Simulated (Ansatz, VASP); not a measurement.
## SrZr2As2: VASP beside Ansatz

```
As Sr Zr
1.0
     0.00000    4.02156    0.00000
     4.02156    0.00000    0.00000
     2.01078    2.01078   -6.15318
As Sr Zr
2 1 2
Direct
  0.35250 0.35250 0.29500
  0.64750 0.64750 0.70500
  0.00000 0.00000 0.00000
  0.75000 0.25000 0.50000
  0.25000 0.75000 0.50000
```

Alike in both runs: task single point; functional r2SCAN; k mesh 5 × 5 × 5; occupations methfessel-paxton of order 1, width 0.0754 eV; collinear spin.

|  | VASP | Ansatz |
| --- | --- | --- |
| version | VASP 6.6.1 | Ansatz 0.2.0 |
| potentials or method | VASP PAW PBE potentials, release 64 (As, Sr_sv, Zr_sv), cutoff 520 eV | PAW plane waves |
| valence electrons in the cell | 44 | 64 |

Ansatz gave:

- gap on the k mesh at the Fermi level (eV): none
- rms of the force components (eV/Å): 2.975
- net moment per atom (μB): 0.00

Estimate VASP's values.

gap on the k mesh at the Fermi level (eV): none; rms of the force components (eV/Å): 2.996; net moment per atom (μB): 0.00.

VASP's potentials were made for PBE, not for r2SCAN. Atom by atom the forces differ by 0.021 eV/Å (rms over components). A gap of «none» marks a metal or a gap that the smearing closes. VASP's potentials hold 44 valence electrons a cell and Ansatz's 64, so a difference there can come from the potentials and not from the codes. Ansatz's warnings: no starting moments, stability check not made.
